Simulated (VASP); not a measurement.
**Ge: single point with PBEsol**

Crystal: Ge.

```
Ge
1.0
    -2.57449    2.57449    1.39741
     2.57449   -2.57449    1.39741
     2.57449    2.57449   -1.39741
Ge
2
Direct
  0.25000 0.75000 0.50000
  0.50000 0.50000 0.00000
```

```
Program                : VASP 6.6.1
Task                   : single point
Functional             : PBEsol
Potentials or basis    : VASP PAW PBE potentials, release 64 (Ge_d)
Cutoff                 : 500 eV
k mesh                 : 11 × 11 × 7
Occupations            : fermi-dirac, width 0.5 eV
Spin                   : no spin polarisation
Dipole correction      : no
Further INCAR settings : ALGO = Normal; EDIFF = 1e-06; NBANDS = 21; ISYM = 0
```

```json
{
  "Pressure": "0.9 GPa",
  "Band gap on the k mesh": "zero (bands 14 and 15 overlap by 4.90 eV)"
}
```

Levels at points of the mesh, in eV from the Fermi level:
```
           k point  band 10  band 11  band 12  band 13  band 14  band 15  band 16  band 17  band 18  band 19
(0.00, 0.00, 0.00)   -24.35   -13.33    -4.07    -2.35    -2.35     3.23     7.58     7.58     8.14     8.35
```

Wall time 100 s on 1 thread of Intel(R) Xeon(R) 6975P-C (Granite Rapids), on a shared host, peak memory 0.34 GiB.

Caveat: so wide a smearing shifts energies and pressures; the PAW data sets were made with another functional, which shifts forces and pressure a little.
